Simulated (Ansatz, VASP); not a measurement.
# ZrC in VASP and in Ansatz

The input INCAR:

```
  ALGO = Normal
  EDIFF = 1E-7
  ENCUT = 520
  GGA = PS
  ISIF = 2
  ISMEAR = 0
  LASPH = True
  LCHARG = True
  LELF = True
  LREAL = False
  LVHAR = True
  LWAVE = False
  NBANDS = 15
  NELM = 100
  PREC = Accurate
  SIGMA = 0.1
```

Contents of KPOINTS:

```
k-points
0
Gamma
  16 16 16
```

File POSCAR:

```
ZrC
1.0
    0.0000000000      2.3109798779      2.3109798779
    2.3109798779      0.0000000000      2.3109798779
    2.3109798779      2.3109798779      0.0000000000
Zr C
1 1
Direct
    0.5000000000      0.5000000000      0.5000000000
    0.0000000000      0.0000000000      0.0000000000
```

Input for Ansatz:

```yaml
crystal:
  lattice:
    - [0.0, 2.3109798779, 2.3109798779]
    - [2.3109798779, 0.0, 2.3109798779]
    - [2.3109798779, 2.3109798779, 0.0]
  atoms:
    - { symbol: Zr, position: [0.5, 0.5, 0.5] }
    - { symbol: C, position: [0.0, 0.0, 0.0] }
basis:
  ecutwfc: 420
kpoints:
  mp_grid: { grid: [16, 16, 16] }
hamiltonian:
  xc: pbesol
scf:
  occupations: { method: gaussian, width: 0.1 }
output:
  forces: true
  stress: true
  eigenvalues: true
```

Alike in both runs: task single point; functional PBEsol; k mesh 16 × 16 × 16; occupations gaussian, width 0.1 eV; no spin polarisation.

|  | VASP | Ansatz |
| --- | --- | --- |
| version | VASP 6.6.1 | Ansatz 0.2.0 |
| potentials or method | VASP PAW PBE potentials, release 64 (Zr_sv, C), cutoff 520 eV | scalar-relativistic, plane waves, PAW |
| valence electrons in the cell | 16 | 16 |

Ansatz gave:

* gap on the k mesh at the Fermi level (eV): none
* pressure (GPa): 7.6

**Question.** What did VASP give for the same quantities?

**Answer.** gap on the k mesh at the Fermi level (eV): none; pressure (GPa): 8.0.

VASP's potentials were made for PBE, not for PBEsol. A gap of «none» marks a metal or a gap that the smearing closes. The functional is the same, so the differences come from potentials, cutoffs and numerics.
